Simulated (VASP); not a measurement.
# Li (Im-3m) in VASP: notebook, part 2 of 2

VASP 6.6.1.

## Step 3: Relaxation of volume and atoms at fixed shape, PBEsol

This run uses another cell than the first one, of 21.62 Å³/atom, 1.073 times its volume.

INCAR reads:

```
ALGO = Normal ; EDIFF = 1E-6
EDIFFG = -0.03 ; ENCUT = 600
GGA = PS ; IBRION = 2
ISIF = 8 ; ISMEAR = 0
LASPH = T ; LCHARG = F
LREAL = F ; LWAVE = F
NELM = 80 ; NSW = 80
PREC = Accurate ; SIGMA = 0.1
```

KPOINTS reads:

```
k-points
0
Gamma
  6 6 6
```

POSCAR reads:

```
Li
1.0
    3.5100000000      0.0000000000      0.0000000000
    0.0000000000      3.5100000000      0.0000000000
    0.0000000000      0.0000000000      3.5100000000
Li
2
Direct
    0.0000000000      0.0000000000      0.0000000000
    0.5000000000      0.5000000000      0.5000000000
```

Potentials or basis: VASP PAW PBE potentials, release 64 (Li_sv).

Started as:

```bash
$ cat potpaw_PBE.64/Li_sv/POTCAR > POTCAR
$ mpirun -np 1 vasp_std > vasp.out
```

OUTCAR:

```text
EDIFF = 1E-6
   EDIFFG = -0.03
   ENCUT = 600
   GGA = PS
   IBRION = 2
   ISIF = 8
   ISMEAR = 0
   LASPH = T
   LREAL = F
   NELM = 80
   NSW = 80
   PREC = Accurate

 ion  position               nearest neighbor table
   1  0.000  0.000  0.000-
   2  0.500  0.500  0.500-

  LATTYP: Found a simple cubic cell.
 ALAT       =     3.5100000000

  Lattice vectors:

 A1 = (   3.5100000000,   0.0000000000,   0.0000000000)
 A2 = (   0.0000000000,   3.5100000000,   0.0000000000)
 A3 = (   0.0000000000,   0.0000000000,   3.5100000000)

Analysis of symmetry for initial positions (statically):
=====================================================================
 Subroutine PRICEL returns following result:

  LATTYP: Found a body centered cubic cell.
 ALAT       =     3.5100000000

  Lattice vectors:

 A1 = (   1.7550000000,   1.7550000000,  -1.7550000000)
 A2 = (  -1.7550000000,   1.7550000000,   1.7550000000)
 A3 = (   1.7550000000,  -1.7550000000,   1.7550000000)

   2 primitive cells build up your supercell.
[... 157 lines left out ...]
 non-spin polarized calculation
 Gauss-broadening in eV      SIGMA  =   0.10
  energy-cutoff  :      600.00
  volume of cell :       43.24
 maximum number of plane-waves:      1472
   NGX = 15   NGY = 15   NGZ = 15

--------------------------------------- Ionic step        1  -------------------------------------------

 number of electron       6.0000021 magnetization

 Free energy of the ion-electron system (eV)
  ---------------------------------------------------
  ext. energy  EPLUGINS =         0.00000000
  ---------------------------------------------------
  free energy    TOTEN  =        -3.93119445 eV

  energy without entropy =       -3.92076386  energy(sigma->0) =       -3.92597916

------------------------ aborting loop because EDIFF is reached ----------------------------------------

  FORCE on cell =-STRESS in cart. coord.  units (eV):
  Direction    XX          YY          ZZ          XY          YZ          ZX
  --------------------------------------------------------------------------------------
  -------------------------------------------------------------------------------------
  Total       -0.2542537     -0.2542537     -0.2542537      0.0000000      0.0000000     -0.0000000
  in kB       -9.4201230     -9.4201230     -9.4201230      0.0000000      0.0000000     -0.0000000
  external PRESSURE =      -9.4201230 kB  Pullay stress =       0.0000000 kB
[... 59 lines left out ...]
--------------------------------------- Ionic step        3  -------------------------------------------

 number of electron       5.9999998 magnetization

 Free energy of the ion-electron system (eV)
  ---------------------------------------------------
  ext. energy  EPLUGINS =         0.00000000
  ---------------------------------------------------
  free energy    TOTEN  =        -3.94142083 eV

  energy without entropy =       -3.93099924  energy(sigma->0) =       -3.93621004

 E-fermi :   0.6319     XC(G=0):  -7.0340

 val. band max:        0.3793835791   @ k =   0.5000   0.3333   0.0000
 cond. band min:       0.6749990016   @ k =   0.5000   0.3333   0.1667
 fundamental gap:      0.2956154225
 Fermi energy:         0.6318594884

 k-point     1 :       0.0000    0.0000    0.0000
  band No.  band energies     occupation
      1     -45.2541      2.00000
      2     -45.2192      2.00000
      3      -2.9206      2.00000
      4       6.1920      0.00000
      5       6.1920      0.00000
      6       6.1920      0.00000
      7       8.4383      0.00000
[... 217 lines left out ...]
  FREE ENERGIE OF THE ION-ELECTRON SYSTEM (eV)
  ---------------------------------------------------
  free  energy   TOTEN  =        -3.9414208331 eV

  energy  without entropy=       -3.9309992419  energy(sigma->0) =       -3.93621004

 reached required accuracy - stopping structural energy minimisation
```

OSZICAR:

```text
N       E                     dE             d eps       ncg     rms          rms(c)
DAV:   1     0.455712294617E+01    0.45571E+01   -0.27332E+03   280   0.830E+02
DAV:   2    -0.256219470307E+01   -0.71193E+01   -0.66316E+01   378   0.805E+01
DAV:   3    -0.382161037397E+01   -0.12594E+01   -0.12470E+01   434   0.301E+01
[... 20 lines left out ...]
DAV:   3    -0.394143066299E+01    0.54042E-02   -0.15493E-02   511   0.837E-01    0.165E-01
DAV:   4    -0.394141476225E+01    0.15901E-04   -0.21210E-03   350   0.408E-01    0.389E-02
DAV:   5    -0.394142772561E+01   -0.12963E-04   -0.20999E-04   448   0.125E-01    0.298E-02
DAV:   6    -0.394142098126E+01    0.67443E-05   -0.16110E-05   441   0.503E-02    0.636E-03
DAV:   7    -0.394142083309E+01    0.14817E-06   -0.23008E-06   231   0.169E-02
   3 F= -.39414208E+01 E0= -.39362100E+01  d E =-.102264E-01
```

CONTCAR:

```text
Li
   1.00000000000000
     3.4279078381465093    0.0000000000000000    0.0000000000000000
     0.0000000000000000    3.4279078381465093    0.0000000000000000
     0.0000000000000000    0.0000000000000000    3.4279078381465093
  Li
     2
Direct
     0.0000000000000000    0.0000000000000000    0.0000000000000000
     0.5000000000000000    0.5000000000000000    0.5000000000000000

  0.00000000E+00  0.00000000E+00  0.00000000E+00
  0.00000000E+00  0.00000000E+00  0.00000000E+00
```

Wall time 12 s (1 thread of Intel Xeon 6975P-C, shared host); peak memory 0.15 GiB.

Results:

- Free energy: -3.9414 eV
- Relaxed volume: 20.14 Å³/atom
- Relaxed cell: a = 3.428 Å, b = 3.428 Å, c = 3.428 Å, α = 90.00°, β = 90.00°, γ = 90.00°
- Space group after relaxing (to 0.05 Å): Im-3m (No. 229)
- Energy gained by relaxing: 5.1 meV/atom
- Ionic steps: 3
- Pressure after relaxing: -0.1 GPa
- Band gap on the k mesh: zero (band 3 reaches 4.04 eV, above the bottom of band 4 at -0.50 eV)

The path:
| step | energy change (eV) | largest force (eV/Å) | pressure (GPa) | volume (Å³) |
| --- | --- | --- | --- | --- |
| 1 | 0.0000 | 0.0000 | -0.94 | 43.24 |
| 2 | -0.0042 | 0.0000 | -0.75 | 42.45 |
| 3 | -0.0102 | 0.0000 | -0.11 | 40.28 |

Final structure:
```
CELL_PARAMETERS angstrom
3.42791 0.00000 0.00000
0.00000 3.42791 0.00000
0.00000 0.00000 3.42791
ATOMIC_POSITIONS crystal
Li 0.00000 0.00000 0.00000
Li 0.50000 0.50000 0.50000
```

Levels at points of the mesh, in eV from the Fermi level:
| k point | band 1 | band 2 | band 3 | band 4 | band 5 | band 6 | band 7 |
| --- | --- | --- | --- | --- | --- | --- | --- |
| (0.00, 0.00, 0.00) | -45.89 | -45.85 | -3.55 | 5.56 | 5.56 | 5.56 | 7.81 |
| (0.50, 0.00, 0.00) | -45.87 | -45.87 | -1.14 | -1.14 | 8.59 | 8.59 | 8.59 |
| (0.50, 0.50, 0.00) | -45.87 | -45.87 | 0.25 | 0.25 | 3.30 | 3.30 | 10.43 |
| (0.50, 0.50, 0.50) | -45.86 | -45.86 | 3.41 | 3.41 | 3.41 | 3.41 | 3.41 |

Caveat: the cutoff is under 1.25 times the usual one of these potentials, so pressure, stress and relaxed cells hold a basis-set (Pulay) error; the PAW data sets were made with another functional, which shifts forces and pressure a little.
